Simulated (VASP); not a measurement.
Input of a VASP 6.6.1 run:

The input INCAR:

```
SYSTEM = Ir
ALGO     = Normal         ! electronic algorithm
DIPOL    = 0.5 0.5 0.500
EDIFF    = 1E-7           ! SCF threshold, eV
EFIELD   = -0.5         
ENCUT    = 520            ! plane-wave cutoff, eV
GGA      = PS             ! functional
IDIPOL   = 3            
ISIF     = 2              ! what is computed and relaxed
ISMEAR   = -1             ! smearing method
LASPH    = .TRUE.         ! aspherical terms in the spheres
LCHARG   = .TRUE.         ! write CHGCAR
LDIPOL   = .TRUE.       
LELF     = .TRUE.         ! ELF
LREAL    = .FALSE.        ! projectors in reciprocal space
LVACPOTAV= .TRUE.       
LVHAR    = .TRUE.       
LWAVE    = .FALSE.        ! write WAVECAR
NBANDS   = 30             ! bands
NELM     = 100            ! most SCF steps
PREC     = Accurate       ! precision mode
SIGMA    = 0.1            ! smearing width, eV
```

Contents of KPOINTS:

```
k-points
0
G
  15 11 1
  0 0 0
```

The input POSCAR:

```
Ir
1.0
    2.7093778140      0.0000000000      0.0000000000
    0.0000000000      3.8316388502      0.0000000000
    0.0000000000      0.0000000000     21.4188000000
Ir
5
Direct
    0.0000000000      0.0000000000      0.3797732579
    0.5000000000      0.5000000000      0.4335514061
    0.0000000000      0.0000000000      0.4999999984
    0.5000000000      0.5000000000      0.5664485965
    0.0000000000      0.0000000000      0.6202267411
```

Potentials or basis: VASP PAW PBE potentials, release 64 (Ir).

Run with:

```sh
$ cat potpaw_PBE.64/Ir/POTCAR > POTCAR
$ mpirun -np 1 vasp_std > vasp.out
```

**Question.** Estimate the band gap on the k mesh.

**Answer.** Zero (an odd number of electrons rules out a gap without spin polarisation).

**Question.** What does it give for the largest force?

**Answer.** 0.115 eV/Å.

Forces in eV/Å, atoms in the order of the input:
```
Ir   0.000  0.000 -0.115
Ir   0.000  0.000 -0.034
Ir   0.000  0.000  0.096
Ir   0.000  0.000 -0.001
Ir   0.000  0.000  0.053
```

Caveat: the PAW data sets were made with another functional, which shifts forces and pressure a little; spin-orbit coupling is left out, which moves the levels of the heavy elements.
